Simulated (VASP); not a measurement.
BPd4, 5 atoms in the cell. It takes space group Im-3m (No. 229, cubic). The conventional cell has a = 5.377 Å, b = 5.377 Å, c = 5.377 Å, α = 90.00°, β = 90.00°, γ = 90.00°. Within 3.1 Å of B (site symmetry m-3m) lie 8 Pd at 2.33 Å. Pd (site symmetry -3m) has 2 B at 2.33 Å and 6 Pd at 2.69 Å within 3.1 Å. The cell was built from a structure type or drawn by symmetry, and may not be a known phase.

* Program: VASP 6.6.1
* Task: single point
* Functional: PBE
* Potentials or basis: VASP PAW PBE potentials, release 64 (B, Pd)
* Cutoff: 520 eV
* k mesh: 4 × 4 × 4
* Occupations: gaussian, width 0.1 eV
* Spin: no spin polarisation
* Dipole correction: no
* Further INCAR settings: ALGO = Normal; EDIFF = 1e-06; NBANDS = 30

Potentials or basis: VASP PAW PBE potentials, release 64 (B, Pd).

The run is started by

```bash
$ cat potpaw_PBE.64/B/POTCAR potpaw_PBE.64/Pd/POTCAR > POTCAR
$ mpirun -np 1 vasp_std > vasp.out
```

Hardware: 1 thread of Intel Xeon 8259CL, with other jobs on the host.

Question: How long does it take, and how much memory?

Answer: Run time: 35 s on 1 thread of Intel Xeon 8259CL, with other jobs on the host, peak memory 0.21 GiB. Counts: scf iterations 13, k points 8.
